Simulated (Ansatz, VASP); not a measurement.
## One calculation of RuBr2, two programs

```
Ru Br
1.0
     0.00000    3.16372    3.16372
     3.16372    0.00000    3.16372
     3.16372    3.16372    0.00000
Ru Br
1 2
Direct
  0.00000 0.00000 0.00000
  0.25000 0.25000 0.25000
  0.75000 0.75000 0.75000
```

Alike in both runs: task single point; functional PBE; k mesh 5 × 5 × 5; occupations gaussian, width 0.05 eV; collinear spin; Hubbard terms Ru d U = 7.0 eV.

|  | VASP | Ansatz |
| --- | --- | --- |
| version | VASP 6.6.1 | Ansatz 0.2.0 |
| potentials or method | VASP PAW PBE potentials, release 64 (Ru_pv, Br) | Ansatz PAW |
| plane-wave cutoff (eV) | 520 | 420 |
| valence electrons in the cell | 28 | 30 |

Ansatz gave:

* gap on the k mesh at the Fermi level (eV): none
* pressure (GPa): 15.2
* net moment per atom (μB): 0.67
* size of the moment on the site where the two differ most (μB): 0.22

Q: Which values does VASP return?

A: gap on the k mesh at the Fermi level (eV): none; pressure (GPa): 13.5; net moment per atom (μB): 0.67; size of the moment on the site where the two differ most (μB): 0.17.

Site moments also hang on the region over which each program counts them. The programs project onto different local orbitals, so the same U acts differently, and such runs can settle in different states. A gap of «none» marks a metal or a gap that the smearing closes. VASP's potentials hold 28 valence electrons a cell and Ansatz's 30, so a difference there can come from the potentials and not from the codes.

Noted on Ansatz's run: the magnetic or orbital state may not be the lowest.
